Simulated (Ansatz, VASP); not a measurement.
**One calculation of Ag, two programs**

File INCAR:

```
ALGO = Normal
EDIFF = 1E-7
ENCUT = 520
GGA = PE
ISIF = 2
ISMEAR = 0
LASPH = T
LCHARG = T
LELF = T
LREAL = F
LVHAR = T
LWAVE = F
NBANDS = 12
NELM = 100
PREC = Accurate
SIGMA = 0.15
```

KPOINTS

```
k-points
0
Gamma
  10 10 10
```

POSCAR

```
Ag
1.0
    0.0000000000      2.0431000000      1.9818070000
    2.0431000000      0.0000000000      1.9818070000
    2.0431000000      2.0431000000      0.0000000000
Ag
1
Direct
    0.0000000000      0.0000000000      0.0000000000
```

Input for Ansatz:

```yaml
crystal:
  lattice:
    - [0.0, 2.0431, 1.981807]
    - [2.0431, 0.0, 1.981807]
    - [2.0431, 2.0431, 0.0]
  atoms:
    - { symbol: Ag, position: [0.0, 0.0, 0.0] }
basis:
  ecutwfc: 420
kpoints:
  mp_grid: { grid: [10, 10, 10] }
hamiltonian:
  xc: pbe
scf:
  occupations: { method: gaussian, width: 0.15 }
output:
  forces: true
  stress: true
  eigenvalues: true
```

Change from the starting cell: strain +0.000 along x and y, -0.030 along z, atoms carried along.

Alike in both runs: task single point; functional PBE; k mesh 10 × 10 × 10; occupations gaussian, width 0.15 eV; no spin polarisation.

```csv
,VASP,Ansatz
version,VASP 6.6.1,Ansatz 0.2.0
potentials or method,"VASP PAW PBE potentials, release 64 (Ag), cutoff 520 eV","scalar-relativistic, plane waves, PAW"
valence electrons in the cell,11,19
```

Ansatz gave:

| Item | Value |
| --- | --- |
| gap on the k mesh at the Fermi level (eV) | none |
| pressure (GPa) | 8.9 |
| traceless stress, the component that is largest in VASP (GPa) | 0.64 |

Which values does VASP return?

gap on the k mesh at the Fermi level (eV): none; pressure (GPa): 8.7; traceless stress, the component that is largest in VASP (GPa): 0.62.

A gap of «none» marks a metal or a gap that the smearing closes. VASP's potentials hold 11 valence electrons a cell and Ansatz's 19, so a difference there can come from the potentials and not from the codes.
